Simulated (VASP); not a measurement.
# CuO in VASP: notebook

CuO is run at these levels: PBE; tasks: single point.

All numbers are computed with VASP 6.6.1; they aren't measurements. Logs are shortened: lines on timing, memory, paths and dates and some standing lists are left out, and cuts for length are marked.

## 1. The cell of the first run

The typed cell holds 4 atoms: a = 2.948 Å, b = 2.948 Å, c = 5.152 Å, α = 90.00°, β = 90.00°, γ = 89.86°.

## 2. Single point, PBE

Contents of POSCAR:

```
CuO
1.0
    2.0810550554     -2.0822828081      0.1631489710
    2.0810550554      2.0822828081      0.1631489710
   -0.4030009123      0.0000000000      5.1360270081
Cu O
2 2
Direct
    0.0000000000      0.5000000000      0.0000000000
    0.5000000000      0.0000000000      0.5000000000
    0.5000133234      0.4999866766      0.2500000000
    0.4999866766      0.5000133234      0.7500000000
```

Contents of INCAR.step1:

```
SYSTEM = CuO
PREC = Accurate
ENCUT = 520
EDIFF = 1E-6
ISMEAR = 0
SIGMA = 0.05
LREAL = .False.
LASPH = .True.
NELM = 80
ALGO = Normal
ISIF = 2
LWAVE = .False.
LCHARG = .True.
LMAXMIX = 4
GGA = PE
NBANDS = 25
```

Contents of KPOINTS.step1:

```
Automatic mesh
0
Gamma
  12 12 8
  0 0 0
```

Contents of INCAR.step2:

```
SYSTEM = CuO
PREC = Accurate
ENCUT = 520
EDIFF = 1E-6
ISMEAR = -5
SIGMA = 0.05
LREAL = .False.
LASPH = .True.
NELM = 80
ALGO = Normal
ISIF = 2
LWAVE = .False.
LCHARG = .False.
LMAXMIX = 4
GGA = PE
LORBIT = 11
NEDOS = 1001
ICHARG = 11
```

Contents of KPOINTS.step2:

```
Automatic mesh
0
Gamma
  18 18 12
  0 0 0
```

Potentials or basis: VASP PAW PBE potentials, release 64 (Cu, O).

Command:

```
cat potpaw_PBE.64/Cu/POTCAR potpaw_PBE.64/O/POTCAR > POTCAR
cp INCAR.step1 INCAR
cp KPOINTS.step1 KPOINTS
mpirun -np 1 vasp_std > vasp.out
cp INCAR.step2 INCAR
cp KPOINTS.step2 KPOINTS
mpirun -np 1 vasp_std > vasp.out
```

OUTCAR:

```text
SYSTEM = CuO
   PREC = Accurate
   ENCUT = 520
   EDIFF = 1E-6
   ISMEAR = -5
   LREAL = .False.
   LASPH = .True.
   NELM = 80
   ISIF = 2
   GGA = PE
   LORBIT = 11
   ICHARG = 11

 ion  position               nearest neighbor table
   1  0.000  0.500  0.000-   3 1.96   4 1.96   4 1.96   3 1.96
   2  0.500  0.000  0.500-   4 1.96   3 1.96   4 1.96   3 1.96
   3  0.500  0.500  0.250-   2 1.96   1 1.96   2 1.96   1 1.96
   4  0.500  0.500  0.750-   1 1.96   2 1.96   2 1.96   1 1.96

  LATTYP: Found a base centered monoclinic cell.
 ALAT       =     4.1748809470
 B/A-ratio  =     0.9975291916
 C/A-ratio  =     1.2340025130
 COS(beta)  =    -0.0000678406

  Lattice vectors:

 A1 = (   2.0810550554,  -2.0822828081,   0.1631489710)
 A2 = (   2.0810550554,   2.0822828081,   0.1631489710)
 A3 = (  -0.4030009123,   0.0000000000,   5.1360270081)

Analysis of symmetry for initial positions (statically):
=====================================================================
 Subroutine PRICEL returns:
 Original cell was already a primitive cell.

 Routine SETGRP: Setting up the symmetry group for a
 base centered monoclinic supercell.

 Subroutine GETGRP returns: Found  4 space group operations
 (whereof  2 operations were pure point group operations)
 out of a pool of  4 trial point group operations.

The static configuration has the point symmetry S_2 .
 The point group associated with its full space group is C_2h.

Analysis of symmetry for dynamics (positions and initial velocities):
=====================================================================
 Subroutine PRICEL returns:
 Original cell was already a primitive cell.

 Routine SETGRP: Setting up the symmetry group for a
 base centered monoclinic supercell.

 Subroutine GETGRP returns: Found  4 space group operations
 (whereof  2 operations were pure point group operations)
 out of a pool of  4 trial point group operations.

The dynamic configuration has the point symmetry S_2 .
 The point group associated with its full space group is C_2h.

 Subroutine INISYM returns: Found  4 space group operations
 (whereof  2 operations are pure point group operations),
 and found     1 'primitive' translations

----------------------------------------------------------------------------------------

                                     Primitive cell

  volume of cell :      44.7862

  direct lattice vectors                    reciprocal lattice vectors
     2.081055055 -2.082282808  0.163148971     0.238793810 -0.240121082  0.018737075
     2.081055055  2.082282808  0.163148971     0.238793810  0.240121082  0.018737075
[... 104 lines left out ...]
   EMIN   =  10.00;   EMAX   =-10.00  energy-range for DOS
   EFERMI =   0.00;   METHOD = LEGACY
   ISMEAR =    -5;   SIGMA  =   0.05  broadening in eV -4-tet -1-fermi 0-gaus
   EFERMI_NEDOS =   21; number of points for ismear=-14 and -15
   IALGO  =     38    algorithm
   IMIX   =      4    mixing-type and parameters
     AMIX     =   0.40;   BMIX     =  1.00
     AMIX_MAG =   1.60;   BMIX_MAG =  1.00
  volume/ion in A,a.u.               =      11.20        75.56
  Fermi-wavevector in a.u.,A,eV,Ry     =   1.493436  2.822184 30.345751  2.230350
  Thomas-Fermi vector in A             =   2.605836
   LORBIT       =     11    0 simple, 1 ext, 2 COOP (PROOUT), +10 PAW based schemes
   GGA     = PE    functional components
   LHFCALC =     F    Hartree Fock is set to
   AEXX    =    0.0000 exact exchange contribution
   IVDW    =     0    specifies the selected vdW correction
   LEPSILON=     F    determine dielectric tensor
   LRPA    =     F    only Hartree local field effects (RPA)
 non-spin polarized calculation
 Fermi weights with tetrahedron method with Bloechl corrections
  energy-cutoff  :      520.00
  volume of cell :       44.79
 maximum number of plane-waves:      1236
 NGX is ok and might be reduce to    24

 number of electron      34.0000018 magnetization

 Free energy of the ion-electron system (eV)
  ---------------------------------------------------
  ext. energy  EPLUGINS =         0.00000000
  ---------------------------------------------------
  free energy    TOTEN  =       -19.73191220 eV

  energy without entropy =      -19.73191220  energy(sigma->0) =      -19.73191220

 E-fermi :   4.7769     XC(G=0): -11.2576

 val. band max:        4.7901769724   @ k =   0.3333   0.0556   0.0833
 cond. band min:       4.7675099656   @ k =   0.0556  -0.0000   0.5000
 fundamental gap:     -0.0226670068
 Fermi energy:         4.7769123677

 k-point     1 :       0.0000    0.0000    0.0000
  band No.  band energies     occupation
      1     -14.9476      2.00000
      2     -13.6547      2.00000
      3      -3.2345      2.00000
      4      -0.6002      2.00000
      5      -0.5951      2.00000
      6       1.0880      2.00000
[... 565 lines left out ...]
     20      10.8019      0.00000
     21      12.4581      0.00000

 [... further k-points ...]

------------------------ aborting loop because EDIFF is reached ----------------------------------------

  FORCE on cell =-STRESS in cart. coord.  units (eV):
  Direction    XX          YY          ZZ          XY          YZ          ZX
  --------------------------------------------------------------------------------------
  -------------------------------------------------------------------------------------
  Total        0.2108258      0.2172363      0.3316203      0.0000000      0.0000000     -0.0089040
  in kB        7.5420663      7.7713952     11.8633618      0.0000000      0.0000000     -0.3185304
  external PRESSURE =       9.0589411 kB  Pullay stress =       0.0000000 kB

 VOLUME and BASIS-vectors are now :
 -----------------------------------------------------------------------------
  energy-cutoff  :      520.00
  volume of cell :       44.79
      direct lattice vectors                 reciprocal lattice vectors
     2.081055055 -2.082282808  0.163148971     0.238793810 -0.240121082  0.018737075
     2.081055055  2.082282808  0.163148971     0.238793810  0.240121082  0.018737075
    -0.403000912  0.000000000  5.136027008    -0.015170857  0.000000000  0.193512637

 POSITION                                       TOTAL-FORCE (eV/Angst)
 -----------------------------------------------------------------------------------
      1.04053      1.04114      0.08157        -0.000000      0.000000     -0.000000
      0.83903     -1.04114      2.64959        -0.000000     -0.000000     -0.000000
      1.98030     -0.00006      1.44716         0.000000      0.000852      0.000000
      1.77880      0.00006      4.01517         0.000000     -0.000852      0.000000
 -----------------------------------------------------------------------------------
    total drift:                               -0.000000     -0.000000     -0.000000

  FREE ENERGIE OF THE ION-ELECTRON SYSTEM (eV)
  ---------------------------------------------------
  free  energy   TOTEN  =       -19.7319122001 eV

  energy  without entropy=      -19.7319122001  energy(sigma->0) =      -19.73191220

 total charge

# of ion       s       p       d       tot
------------------------------------------
    1        0.388   0.381   9.122   9.890
    2        0.388   0.381   9.122   9.890
    3        1.577   3.373   0.000   4.950
    4        1.577   3.373   0.000   4.950
--------------------------------------------------
tot          3.929   7.507  18.243  29.679
```

OUTCAR.step1:

```text
SYSTEM = CuO
   PREC = Accurate
   ENCUT = 520
   EDIFF = 1E-6
   ISMEAR = 0
   LREAL = .False.
   LASPH = .True.
   NELM = 80
[... 905 lines left out ...]
      0.83903     -1.04114      2.64959         0.000000     -0.000000     -0.000000
      1.98030     -0.00006      1.44716        -0.000000     -0.000101     -0.000000
      1.77880      0.00006      4.01517         0.000000      0.000101      0.000000
 -----------------------------------------------------------------------------------
    total drift:                                0.000000     -0.000000     -0.000000

  FREE ENERGIE OF THE ION-ELECTRON SYSTEM (eV)
  ---------------------------------------------------
  free  energy   TOTEN  =       -19.7305146597 eV

  energy  without entropy=      -19.7266366057  energy(sigma->0) =      -19.72857563
```

OSZICAR.step1:

```text
N       E                     dE             d eps       ncg     rms          rms(c)
DAV:   1     0.306583884238E+03    0.30658E+03   -0.16346E+04 16554   0.209E+03
DAV:   2     0.143807433666E+02   -0.29220E+03   -0.26850E+03 16318   0.395E+02
DAV:   3    -0.246313005046E+02   -0.39012E+02   -0.36934E+02 19974   0.161E+02
DAV:   4    -0.260317166933E+02   -0.14004E+01   -0.13924E+01 19993   0.321E+01
DAV:   5    -0.260611957050E+02   -0.29479E-01   -0.29463E-01 20438   0.412E+00    0.178E+01
DAV:   6    -0.236355513112E+02    0.24256E+01   -0.39347E+01 22749   0.153E+02    0.140E+01
DAV:   7    -0.196531160323E+02    0.39824E+01   -0.10985E+01 19620   0.116E+02    0.256E+00
DAV:   8    -0.197692929495E+02   -0.11618E+00   -0.15763E+00 16848   0.832E+00    0.164E+00
DAV:   9    -0.197377130803E+02    0.31580E-01   -0.61289E-02 24876   0.647E+00    0.616E-01
DAV:  10    -0.197315592427E+02    0.61538E-02   -0.14801E-02 24077   0.200E+00    0.395E-01
DAV:  11    -0.197304563995E+02    0.11028E-02   -0.89324E-03 24439   0.950E-01    0.601E-02
DAV:  12    -0.197304592967E+02   -0.28972E-05   -0.52105E-04 23023   0.261E-01    0.354E-02
DAV:  13    -0.197305183826E+02   -0.59086E-04   -0.68212E-05 23935   0.129E-01    0.149E-02
DAV:  14    -0.197305149738E+02    0.34088E-05   -0.89499E-06 24551   0.883E-02    0.758E-03
DAV:  15    -0.197305146597E+02    0.31410E-06   -0.16769E-06 13891   0.167E-02
   1 F= -.19730515E+02 E0= -.19728576E+02  d E =-.387805E-02
```

Run time: 5.6 min. Hardware: 1 thread of AMD EPYC 9R45 (Zen 5), shared host; peak memory 0.84 GiB.

Results:

- Valence electrons inside the program's atomic spheres: Cu 9.89; O 4.95

Levels at points of the mesh, in eV from the Fermi level:
| k point | band 13 | band 14 | band 15 | band 16 | band 17 | band 18 | band 19 | band 20 | band 21 |
| --- | --- | --- | --- | --- | --- | --- | --- | --- | --- |
| (0.00, 0.00, 0.00) | -2.39 | -2.37 | -2.28 | -1.90 | 0.65 | 0.66 | 1.37 | 6.08 | 7.25 |
| (0.50, 0.00, 0.00) | -2.28 | -1.89 | -1.58 | -1.50 | 0.20 | 0.45 | 3.74 | 5.81 | 6.41 |
| (0.50, 0.50, 0.00) | -2.35 | -2.35 | -1.62 | -1.21 | -1.21 | 1.10 | 2.16 | 7.19 | 9.76 |
| (0.00, 0.00, 0.50) | -2.26 | -2.26 | -1.55 | -1.55 | 0.10 | 0.10 | 3.44 | 3.44 | 11.60 |
| (0.50, 0.00, 0.50) | -2.38 | -2.34 | -2.02 | -1.83 | -0.19 | 0.66 | 4.33 | 5.83 | 8.28 |
| (0.50, 0.50, 0.50) | -1.90 | -1.90 | -1.43 | -1.43 | -0.53 | -0.53 | 4.01 | 4.01 | 10.36 |

Caveat: semilocal functionals often make such compounds metallic where correlation or magnetic order opens a gap, which also shifts bond lengths.

## 3. Single point, PBE

POSCAR is that of step 2.

INCAR.step1: that of step 2 with these lines changed.

```diff
@@ -9,3 +9,3 @@
 NELM = 80
-ALGO = Normal
+ALGO = Fast
 ISIF = 2
```

KPOINTS.step1 is that of step 2.

INCAR.step2: that of step 2 with these lines changed.

```diff
@@ -9,3 +9,3 @@
 NELM = 80
-ALGO = Normal
+ALGO = Fast
 ISIF = 2
```

KPOINTS.step2 is that of step 2.

Potentials or basis: VASP PAW PBE potentials, release 64 (Cu, O).

Command:

```
cat potpaw_PBE.64/Cu/POTCAR potpaw_PBE.64/O/POTCAR > POTCAR
cp INCAR.step1 INCAR
cp KPOINTS.step1 KPOINTS
mpirun -np 1 vasp_std > vasp.out
cp INCAR.step2 INCAR
cp KPOINTS.step2 KPOINTS
mpirun -np 1 vasp_std > vasp.out
```

Run time: 18 min. Hardware: 1 thread of Oxide Virtual Turin-like, shared host; peak memory 0.83 GiB.

The run converged. Its results:

| Item | Value |
| --- | --- |
| Valence electrons inside the program's atomic spheres | Cu 9.89; O 4.95 |

Levels at points of the mesh, in eV from the Fermi level:
| k point | band 13 | band 14 | band 15 | band 16 | band 17 | band 18 | band 19 | band 20 | band 21 |
| --- | --- | --- | --- | --- | --- | --- | --- | --- | --- |
| (0.00, 0.00, 0.00) | -2.39 | -2.37 | -2.28 | -1.90 | 0.65 | 0.66 | 1.37 | 6.08 | 7.25 |
| (0.50, 0.00, 0.00) | -2.28 | -1.89 | -1.58 | -1.50 | 0.20 | 0.45 | 3.74 | 5.81 | 6.41 |
| (0.50, 0.50, 0.00) | -2.35 | -2.35 | -1.62 | -1.21 | -1.21 | 1.10 | 2.16 | 7.19 | 9.76 |
| (0.00, 0.00, 0.50) | -2.26 | -2.26 | -1.55 | -1.55 | 0.10 | 0.10 | 3.44 | 3.44 | 11.60 |
| (0.50, 0.00, 0.50) | -2.38 | -2.34 | -2.02 | -1.83 | -0.19 | 0.66 | 4.33 | 5.83 | 8.43 |
| (0.50, 0.50, 0.50) | -1.90 | -1.90 | -1.43 | -1.43 | -0.53 | -0.53 | 4.01 | 4.01 | 10.37 |

Caveat: semilocal functionals often make such compounds metallic where correlation or magnetic order opens a gap, which also shifts bond lengths.
